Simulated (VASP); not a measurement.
Crystal: BeSe5.

```
Be Se
1.0
     3.01468    1.74053    5.67727
    -3.01468    1.74053    5.67727
     0.00000   -3.48105    5.67727
Be Se
1 5
Cartesian
  0.0000 0.0000 8.5159
  1.0003 1.7405 5.6773
  0.0000 0.0000 2.8466
  -2.0075 -0.0040 5.6773
  1.0072 -1.7366 5.6773
  0.0000 0.0000 14.1852
```

```yaml
Program: VASP 6.6.1
Task: relaxation of cell and atoms
Functional: PBE
Potentials_or_basis: VASP PAW PBE potentials, release 64 (Be, Se)
Cutoff: 600 eV
k_mesh: 3 × 3 × 3
Occupations: gaussian, width 0.1 eV
Spin: no spin polarisation
```

At the start: pressure -11.2 GPa; volume 29.79 Å³/atom.

**Question.** How do energy, volume and symmetry change on relaxing?

**Answer.** Over 48 steps the energy falls by 1129.2 meV/atom and the volume is 21.07 Å³/atom (-29.3 %); space group R-3m (No. 166, to 0.05 Å).

The path:
| step | energy change (eV) | largest force (eV/Å) | pressure (GPa) | volume (Å³) |
| --- | --- | --- | --- | --- |
| 1 | 0.0000 | 0.2078 | -11.19 | 178.74 |
| 3 | -3.5779 | 0.2210 | -0.88 | 115.75 |
| 5 | -3.5845 | 0.2209 | -0.13 | 114.52 |
| 7 | -4.0537 | 0.2214 | 2.64 | 112.85 |
| 9 | 2.2874 | 3.7659 | 64.09 | 87.81 |
| 11 | -5.4173 | 0.7044 | 13.82 | 105.51 |
| 13 | -5.4682 | 0.7590 | 13.75 | 105.96 |
| 15 | -5.4682 | 0.9366 | 13.93 | 107.71 |
| 17 | -5.5643 | 0.8513 | 13.12 | 107.69 |
| 19 | -5.9304 | 0.4760 | 7.66 | 113.28 |
| 21 | -6.1871 | 0.4731 | 0.10 | 124.23 |
| 23 | -6.1934 | 0.4608 | -0.13 | 124.67 |
| 25 | -6.2338 | 0.3268 | -0.14 | 124.89 |
| 27 | -6.2692 | 0.1743 | 0.13 | 125.14 |
| 29 | -6.3350 | 0.6562 | 2.24 | 124.85 |
| 31 | -6.3689 | 0.5936 | 1.39 | 126.91 |
| 33 | -6.4522 | 0.2477 | -1.63 | 136.19 |
| 35 | -6.4633 | 0.1966 | -2.16 | 138.02 |
| 37 | -6.5590 | 0.1637 | -2.76 | 139.87 |
| 39 | -6.5766 | 0.1948 | -2.88 | 140.39 |
| 41 | -6.6634 | 0.6269 | 0.02 | 132.65 |
| 43 | -6.7622 | 0.2621 | 0.43 | 127.35 |
| 45 | -6.7711 | 0.1638 | 0.57 | 126.06 |
| 47 | -6.7737 | 0.0520 | -0.43 | 127.24 |
| 48 | -6.7750 | 0.0064 | 0.01 | 126.44 |

Final structure:
```xyz
6
Lattice="3.4861 2.0127 3.0033 -3.4861 2.0127 3.0033 0.0000 -4.0254 3.0033" Properties=species:S:1:pos:R:3 pbc="T T T"
Be    0.0000    0.0000    4.5049
Se   -0.0081    2.0127    3.0033
Se    0.0000    0.0000    1.3393
Se   -1.7390   -1.0134    3.0033
Se   -1.7390    1.0134    6.0065
Se    0.0000    0.0000    7.6706
```

Caveat: the k points lie up to 0.42 Å⁻¹ apart in the final cell; the volume moved by over 15 % at a fixed basis, so the end points are rough.
